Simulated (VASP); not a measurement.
# TaNi3 (Fmmm) in VASP: a series of runs

TaNi3 is run at these levels: LDA; tasks: single point.

All numbers are computed with VASP 6.6.1; they aren't measurements. Logs are shortened: lines on timing, memory, paths and dates and some standing lists are left out, and cuts for length are marked.

**1. The cell of the first run**

Symmetry: Fmmm, No. 69, orthorhombic system. Conventional cell: a = 4.880 Å, b = 4.889 Å, c = 7.100 Å, α = 90.00°, β = 90.00°, γ = 90.00°. Ta (site symmetry mmm) has 12 Ni at 2.44 to 2.48 Å within 3.2 Å. Within 3.2 Å of Ni (site symmetry mmm) lie 4 Ta at 2.44 Å and 8 Ni at 2.48 Å. Within 3.2 Å of Ni (site symmetry 222) lie 8 Ni at 2.44 to 2.48 Å and 4 Ta at 2.48 Å.

**2. Single point, LDA, collinear spin, ferromagnetic start (10.59 Å³/atom)**

Input file INCAR:

```
PREC = Accurate
ENCUT = 520
EDIFF = 1E-6
ISMEAR = -1
SIGMA = 0.05
LREAL = F
LASPH = T
NELM = 150
ALGO = Normal
ISIF = 2
LWAVE = F
LCHARG = F
ISPIN = 2
MAGMOM = 0.15 0.375 0.375 0.375
LORBIT = 11
LMAXMIX = 4
NBANDS = 32
```

Input file KPOINTS:

```
Automatic mesh
0
Gamma
  8 8 8
```

Input file POSCAR:

```
TaNi3
1.0
    0.0000000000      2.4447243875      3.5500054574
    2.4401644440      0.0000000000      3.5500054574
    2.4401644440      2.4447243875      0.0000000000
Ta Ni
1 3
Direct
    0.0000000000      0.0000000000      0.0000000000
    0.5000000000      0.5000000000      0.5000000000
    0.2500000000      0.2500000000      0.2500000000
    0.7500000000      0.7500000000      0.7500000000
```

Potentials or basis: VASP PAW LDA potentials, release 64 (Ta_pv, Ni).

Command:

```console
cat potpaw_LDA.64/Ta_pv/POTCAR potpaw_LDA.64/Ni/POTCAR > POTCAR
mpirun -np 1 vasp_std > vasp.out
```

OUTCAR:

```text
PREC = Accurate
   ENCUT = 520
   EDIFF = 1E-6
   ISMEAR = -1
   LREAL = F
   LASPH = T
   NELM = 150
   ISIF = 2
   ISPIN = 2
   LORBIT = 11

 ion  position               nearest neighbor table
   1  0.000  0.000  0.000-   2 2.44   2 2.44   2 2.44   2 2.44   4 2.48   4 2.48   3 2.48   3 2.48
                             4 2.48   3 2.48   4 2.48   3 2.48
   2  0.500  0.500  0.500-   1 2.44   1 2.44   1 2.44   1 2.44   3 2.48   3 2.48   4 2.48   4 2.48
                             4 2.48   4 2.48   3 2.48   3 2.48
   3  0.250  0.250  0.250-   4 2.44   4 2.44   4 2.44   4 2.44   1 2.48   2 2.48   2 2.48   1 2.48
                             2 2.48   2 2.48   1 2.48   1 2.48
   4  0.750  0.750  0.750-   3 2.44   3 2.44   3 2.44   3 2.44   2 2.48   1 2.48   1 2.48   2 2.48
                             2 2.48   1 2.48   2 2.48   1 2.48

  LATTYP: Found a face centered orthorhombic cell.
 ALAT       =     4.8803288880
 B/A-ratio  =     1.0018687034
 C/A-ratio  =     1.4548222216

  Lattice vectors:

 A1 = (   0.0000000000,   2.4447243875,   3.5500054574)
 A2 = (   2.4401644440,   0.0000000000,   3.5500054574)
 A3 = (   2.4401644440,   2.4447243875,   0.0000000000)

Analysis of symmetry for initial positions (statically):
=====================================================================
 Subroutine PRICEL returns:
 Original cell was already a primitive cell.

 Routine SETGRP: Setting up the symmetry group for a
 face centered orthorhombic supercell.

 Subroutine GETGRP returns: Found  8 space group operations
 (whereof  8 operations were pure point group operations)
 out of a pool of  8 trial point group operations.

The static configuration has the point symmetry D_2h.

Analysis of symmetry for dynamics (positions and initial velocities):
=====================================================================
 Subroutine PRICEL returns:
 Original cell was already a primitive cell.

 Routine SETGRP: Setting up the symmetry group for a
 face centered orthorhombic supercell.

 Subroutine GETGRP returns: Found  8 space group operations
 (whereof  8 operations were pure point group operations)
 out of a pool of  8 trial point group operations.

The dynamic configuration has the point symmetry D_2h.

Analysis of structural, dynamic, and magnetic symmetry:
=====================================================================
 Subroutine PRICEL returns:
 Original cell was already a primitive cell.

 Routine SETGRP: Setting up the symmetry group for a
 face centered orthorhombic supercell.

[... 136 lines left out ...]
   IVDW    =     0    specifies the selected vdW correction
   LEPSILON=     F    determine dielectric tensor
   LRPA    =     F    only Hartree local field effects (RPA)
 spin polarized calculation
  energy-cutoff  :      520.00
  volume of cell :       42.36
 maximum number of plane-waves:      1170
   NGX = 15   NGY = 15   NGZ = 13

 number of electron      40.9999995 magnetization      -0.0002810

 number of electron      40.9999995 magnetization       0.0000987

 Free energy of the ion-electron system (eV)
  ---------------------------------------------------
  ext. energy  EPLUGINS =         0.00000000
  ---------------------------------------------------
  free energy    TOTEN  =       -33.86709723 eV

  energy without entropy =      -33.85846246  energy(sigma->0) =      -33.86277985

 E-fermi :  10.4882     XC(G=0): -14.3581

 val. band max:       10.4864919073   @ k =  -0.2500   0.3750   0.3750
 cond. band min:      10.4969952515   @ k =  -0.3750   0.0000   0.3750
 fundamental gap:      0.0105033442
 Fermi energy:        10.4882278539

 spin component 1

 k-point     1 :       0.0000    0.0000    0.0000
  band No.  band energies     occupation
      1     -23.8061      1.00000
      2     -23.7943      1.00000
      3     -23.7917      1.00000
      4       0.4867      1.00000
      5       4.5632      1.00000
      6       5.1842      1.00000
[... 829 lines left out ...]
     31      23.3302      0.00000
     32      24.1445      0.00000

 [... further k-points ...]

 spin component 2

 k-point     1 :       0.0000    0.0000    0.0000
  band No.  band energies     occupation
      1     -23.8061      1.00000
      2     -23.7944      1.00000
      3     -23.7918      1.00000
      4       0.4866      1.00000
      5       4.5632      1.00000
      6       5.1842      1.00000
[... 829 lines left out ...]
     31      23.3301      0.00000
     32      24.1445      0.00000

 [... further k-points ...]

------------------------ aborting loop because EDIFF is reached ----------------------------------------

  FORCE on cell =-STRESS in cart. coord.  units (eV):
  Direction    XX          YY          ZZ          XY          YZ          ZX
  --------------------------------------------------------------------------------------
  -------------------------------------------------------------------------------------
  Total        7.6666352      7.4849373      7.6046763      0.0000000      0.0000000      0.0000000
  in kB      290.0062569    283.1331583    287.6625307      0.0000000      0.0000000      0.0000000
  external PRESSURE =     286.9339820 kB  Pullay stress =       0.0000000 kB

 VOLUME and BASIS-vectors are now :
 -----------------------------------------------------------------------------
  energy-cutoff  :      520.00
  volume of cell :       42.36
      direct lattice vectors                 reciprocal lattice vectors
     0.000000000  2.444724387  3.550005457    -0.204904223  0.204522032  0.140844854
     2.440164444  0.000000000  3.550005457     0.204904223 -0.204522032  0.140844854
     2.440164444  2.444724387  0.000000000     0.204904223  0.204522032 -0.140844854

 POSITION                                       TOTAL-FORCE (eV/Angst)
 -----------------------------------------------------------------------------------
      0.00000      0.00000      0.00000         0.000000     -0.000000      0.000000
      2.44016      2.44472      3.55001         0.000000     -0.000000      0.000000
      1.22008      1.22236      1.77500         0.000000     -0.000000      0.000000
      3.66025      3.66709      5.32501        -0.000000      0.000000     -0.000000
 -----------------------------------------------------------------------------------
    total drift:                                0.000000     -0.000000      0.000000

  FREE ENERGIE OF THE ION-ELECTRON SYSTEM (eV)
  ---------------------------------------------------
  free  energy   TOTEN  =       -33.8670972316 eV

  energy  without entropy=      -33.8584624639  energy(sigma->0) =      -33.86277985

 total charge

# of ion       s       p       d       tot
------------------------------------------
    1        0.430   6.267   2.505   9.202
    2        0.616   0.652   8.496   9.764
    3        0.589   0.686   8.468   9.743
    4        0.589   0.686   8.468   9.743
--------------------------------------------------
tot          2.225   8.290  27.937  38.452

 magnetization (x)

# of ion       s       p       d       tot
------------------------------------------
    1        0.000  -0.000  -0.000  -0.000
    2        0.000  -0.000   0.000   0.000
    3       -0.000  -0.000  -0.000  -0.000
    4       -0.000  -0.000  -0.000  -0.000
--------------------------------------------------
tot          0.000  -0.000  -0.000  -0.000
```

OSZICAR:

```text
N       E                     dE             d eps       ncg     rms          rms(c)
DAV:   1     0.300486693194E+03    0.30049E+03   -0.18553E+04 12400   0.175E+03
DAV:   2    -0.167422217144E+02   -0.31723E+03   -0.30010E+03 12264   0.375E+02
DAV:   3    -0.375673287995E+02   -0.20825E+02   -0.20034E+02 13960   0.113E+02
DAV:   4    -0.379225319364E+02   -0.35520E+00   -0.35449E+00 13856   0.151E+01
DAV:   5    -0.379328261093E+02   -0.10294E-01   -0.10291E-01 17176   0.218E+00    0.293E+01
DAV:   6    -0.396537202062E+02   -0.17209E+01   -0.36232E+01 14352   0.957E+01    0.212E+01
DAV:   7    -0.340978277097E+02    0.55559E+01   -0.14821E+01 15832   0.682E+01    0.940E+00
DAV:   8    -0.350799881084E+02   -0.98216E+00   -0.66213E+00 16240   0.555E+01    0.134E+01
DAV:   9    -0.338759790874E+02    0.12040E+01   -0.82061E+00 16248   0.357E+01    0.171E+00
DAV:  10    -0.338683755956E+02    0.76035E-02   -0.20212E-01 14768   0.431E+00    0.398E-01
DAV:  11    -0.338676103009E+02    0.76529E-03   -0.10204E-02 13888   0.105E+00    0.286E-01
DAV:  12    -0.338671261214E+02    0.48418E-03   -0.74149E-04 21672   0.386E-01    0.115E-01
DAV:  13    -0.338671153021E+02    0.10819E-04   -0.12235E-04 16912   0.127E-01    0.588E-02
DAV:  14    -0.338670971199E+02    0.18182E-04   -0.45721E-05 15008   0.116E-01    0.153E-02
DAV:  15    -0.338670972316E+02   -0.11165E-06   -0.85958E-06 14552   0.329E-02
   1 F= -.33867097E+02 E0= -.33862780E+02  d E =-.863477E-02  mag=     0.0000
```

stdout:

```text
POSCAR found type information on POSCAR TaNi
 POSCAR found :  2 types and       4 ions
 scaLAPACK will be used
 LDA part: xc-table for (Slater(with rela. corr.)+CA(PZ))
 , standard interpolation
 POSCAR, INCAR and KPOINTS ok, starting setup
 FFT: planning ... GRIDC
 FFT: planning ... GRID_SOFT
 FFT: planning ... GRID
 WAVECAR not read
 entering main loop
```

It took 6.5 min on 1 thread of AMD EPYC 7R43 (Zen 3), shared host; peak memory 0.26 GiB.

Results:

| Quantity | Value |
| --- | --- |
| Free energy | -33.8671 eV |
| Pressure | 28.7 GPa |
| Net moment | 0.00 μB per cell |
| Valence electrons inside the program's atomic spheres | Ta 9.20; Ni 9.76, 9.74 (each value once) |

Caveat: the cell stands under pressure; spin-orbit coupling is left out, which moves the levels of the heavy elements.

**3. Single point, LDA, collinear spin, ferromagnetic start**

Input file INCAR:

```
SYSTEM = TaNi3
PREC     = Accurate       ! precision mode
ENCUT    = 520            ! plane-wave cutoff, eV
EDIFF    = 1E-6           ! SCF threshold, eV
ISMEAR   = -1             ! smearing method
SIGMA    = 0.05           ! smearing width, eV
LREAL    = .False.        ! projectors in reciprocal space
LASPH    = .True.         ! aspherical terms in the spheres
NELM     = 150            ! most SCF steps
ALGO     = Normal         ! electronic algorithm
ISIF     = 2              ! what is computed and relaxed
LWAVE    = .False.        ! write WAVECAR
LCHARG   = .False.        ! write CHGCAR
ISPIN    = 2              ! spin polarisation
MAGMOM   = 0.15 0.375 0.375 0.375 ! initial moments
LORBIT   = 11             ! projections on sites
LMAXMIX  = 4              ! l up to which the mixer works
NBANDS   = 32             ! bands
```

Input file KPOINTS:

```
Automatic mesh
0
Gamma
  8 8 8
  0 0 0
```

POSCAR is that of step 2.

Potentials or basis: VASP PAW LDA potentials, release 64 (Ta_pv, Ni).

Command:

```console
cat potpaw_LDA.64/Ta_pv/POTCAR potpaw_LDA.64/Ni/POTCAR > POTCAR
mpirun -np 1 vasp_std > vasp.out
```

Run time: 5.7 min. Hardware: 1 thread of AMD EPYC 7R43 (Zen 3), shared host; peak memory 0.26 GiB.

It converged, with:

```yaml
Free_energy: -33.8671 eV
Pressure: 28.7 GPa
Net_moment: 0.00 μB per cell
Valence_electrons_inside_the_program's_atomic_spheres: Ta 9.20; Ni 9.76, 9.74 (each value once)
```

Stress tensor (GPa, compression positive):
```
29.00  0.00  0.00
 0.00 28.31  0.00
 0.00  0.00 28.77
```

Levels at points of the mesh, in eV from the Fermi level:
Spin up:
| k point | band 16 | band 17 | band 18 | band 19 | band 20 | band 21 | band 22 | band 23 | band 24 | band 25 |
| --- | --- | --- | --- | --- | --- | --- | --- | --- | --- | --- |
| (0.00, 0.00, 0.00) | -1.80 | -1.51 | -1.07 | -0.36 | 1.28 | 1.31 | 1.52 | 1.52 | 2.45 | 4.44 |
| (0.50, 0.00, 0.00) | -1.91 | -1.71 | -1.63 | -1.13 | -0.92 | -0.49 | 0.31 | 2.21 | 2.77 | 3.41 |
| (0.50, 0.50, 0.00) | -1.14 | -1.13 | -0.97 | -0.92 | -0.36 | 1.98 | 2.96 | 3.04 | 3.05 | 3.48 |
| (0.50, 0.00, 0.50) | -1.89 | -1.55 | -1.41 | -0.87 | -0.25 | 0.56 | 1.11 | 1.34 | 1.68 | 2.20 |
| (0.00, 0.50, 0.50) | -1.91 | -1.56 | -1.42 | -0.87 | -0.27 | 0.53 | 1.09 | 1.36 | 1.69 | 2.20 |
Spin down:
```
           k point  band 17  band 18  band 19  band 20  band 21  band 22  band 23  band 24
(0.00, 0.00, 0.00)    -1.51    -1.07    -0.36     1.28     1.31     1.52     1.52     2.45
(0.50, 0.00, 0.00)    -1.71    -1.63    -1.13    -0.92    -0.49     0.31     2.21     2.77
(0.50, 0.50, 0.00)    -1.13    -0.97    -0.92    -0.36     1.98     2.96     3.04     3.05
(0.50, 0.00, 0.50)    -1.55    -1.41    -0.87    -0.25     0.56     1.11     1.34     1.68
(0.00, 0.50, 0.50)    -1.56    -1.42    -0.87    -0.27     0.53     1.09     1.36     1.69
```

Caveat: the cell stands under pressure; spin-orbit coupling is left out, which moves the levels of the heavy elements.
